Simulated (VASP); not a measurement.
A run of VASP 6.6.1 is set up as follows.

Contents of INCAR:

```
SYSTEM = Mn
PREC = Accurate
ENCUT = 520
EDIFF = 1E-6
ISMEAR = -1
SIGMA = 0.05
LREAL = .FALSE.
LASPH = .TRUE.
NELM = 150
ALGO = Normal
ISIF = 2
LWAVE = .FALSE.
LCHARG = .FALSE.
ISPIN = 2
MAGMOM = -0.6
LORBIT = 11
LMAXMIX = 4
GGA = PS
NBANDS = 16
```

KPOINTS

```
Automatic mesh
0
G
  18 18 18
  0 0 0
```

Contents of POSCAR:

```
Mn
1.0
   -1.4315267434      1.4315267434      1.4315267434
    1.4315267434     -1.4315267434      1.4315267434
    1.4315267434      1.4315267434     -1.4315267434
Mn
1
Direct
    0.0000000000      0.0000000000      0.0000000000
```

Potentials or basis: VASP PAW PBE potentials, release 64 (Mn_pv).

Run with:

```bash
$ cat potpaw_PBE.64/Mn_pv/POTCAR > POTCAR
$ mpirun -np 1 vasp_std > vasp.out
```

What does it give for the net moment?

-1.01 μB per cell.

What does it give for the band gap on the k mesh?

Zero (filled and empty bands overlap).

What does it give for the pressure?

-23.6 GPa.

Caveat: the cell stands under tension; the PAW data sets were made with another functional, which shifts forces and pressure a little.
